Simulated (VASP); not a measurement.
Br, 2 atoms in the cell. Symmetry: Fd-3m, No. 227, cubic system. The conventional cell has a = 6.153 Å, b = 6.153 Å, c = 6.153 Å, α = 90.00°, β = 90.00°, γ = 90.00°. Within 3.5 Å of Br (site symmetry -43m) lie 4 Br at 2.66 Å. 

```yaml
Program: VASP 6.6.1
Task: single point
Functional: PBE
Potentials_or_basis: VASP PAW PBE potentials, release 64 (Br)
Cutoff: 520 eV
k_mesh: 12 × 12 × 12
Occupations: gaussian, width 0.02 eV
Spin: no spin polarisation
Dipole_correction: no
Further_INCAR_settings: ALGO = Normal; EDIFF = 1e-06; NBANDS = 14
```

Potentials or basis: VASP PAW PBE potentials, release 64 (Br).

Command:

```console
$ cat potpaw_PBE.64/Br/POTCAR > POTCAR
$ mpirun -np 1 vasp_std > vasp.out
```

Hardware: 1 thread of Intel(R) Xeon(R) Platinum 8259CL CPU @ 2.50GHz (Skylake/Cascade Lake), on a shared host.

Estimate the wall time of this run.

Run time: 33 s on 1 thread of Intel(R) Xeon(R) Platinum 8259CL CPU @ 2.50GHz (Skylake/Cascade Lake), with other jobs on the host, peak memory 0.19 GiB. Counts: scf iterations 11, k points 72.
